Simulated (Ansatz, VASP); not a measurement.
# Two plane-wave programs on SnC3

INCAR

```
PREC     = Accurate       # precision mode
ENCUT    = 520            # plane-wave cutoff, eV
EDIFF    = 1E-6           # SCF threshold, eV
ISMEAR   = -1             # smearing method
SIGMA    = 0.02           # smearing width, eV
LREAL    = F              # projectors in reciprocal space
LASPH    = T              # aspherical terms in the spheres
NELM     = 80             # most SCF steps
ALGO     = Normal         # electronic algorithm
ISIF     = 2              # what is computed and relaxed
LWAVE    = F              # write WAVECAR
LCHARG   = F              # write CHGCAR
GGA      = PE             # functional
NBANDS   = 21             # bands
```

The input KPOINTS:

```
regular mesh
0
Gamma
  8 8 8
```

POSCAR

```
SnC3
1.0
    1.6023958338      0.9251436660      5.3073394156
   -1.6023958338      0.9251436660      5.3073394156
    0.0000000000     -1.8502873320      5.3073394156
C Sn
3 1
Direct
    1.0147226421      0.0147226421      0.0147226421
    0.4768905496      0.4768905496      0.4768905496
    0.3831861780      0.3831861780      0.3831861780
    0.8752006303      0.8752006303      0.8752006303
```

Input for Ansatz:

```yaml
crystal:
  lattice:
    - [1.6023958338, 0.925143666, 5.3073394156]
    - [-1.6023958338, 0.925143666, 5.3073394156]
    - [0.0, -1.850287332, 5.3073394156]
  atoms:
    - { symbol: C, position: [1.0147226421, 0.0147226421, 0.0147226421] }
    - { symbol: C, position: [0.4768905496, 0.4768905496, 0.4768905496] }
    - { symbol: C, position: [0.383186178, 0.383186178, 0.383186178] }
    - { symbol: Sn, position: [0.8752006303, 0.8752006303, 0.8752006303] }
kpoints:
  mp_grid: { grid: [8, 8, 8] }
hamiltonian:
  xc: pbe
scf:
  occupations: { method: fermi_dirac, width: 0.02 }
  n_extra_bands: 5
output:
  forces: true
  stress: true
  eigenvalues: true
```

Alike in both runs: task single point; functional PBE; k mesh 8 × 8 × 8; occupations fermi-dirac, width 0.02 eV; no spin polarisation.

|  | VASP | Ansatz |
| --- | --- | --- |
| version | VASP 6.6.1 | Ansatz 0.2.0 |
| potentials or method | VASP PAW PBE potentials, release 64 (C, Sn_d) | plane waves, PAW |
| plane-wave cutoff (eV) | 520 | 420 |
| valence electrons in the cell | 26 | 26 |

|  | VASP | Ansatz | Ansatz less VASP |
| --- | --- | --- | --- |
| pressure (GPa) | -8.9 | -8.9 | -0.05 |
| traceless stress, the component that is largest in VASP (GPa) | -3.43 | -3.45 | -0.019 |
| rms of the force components (eV/Å) | 0.192 | 0.198 | +0.0060 |

Atom by atom the forces differ by 0.016 eV/Å (rms over components).
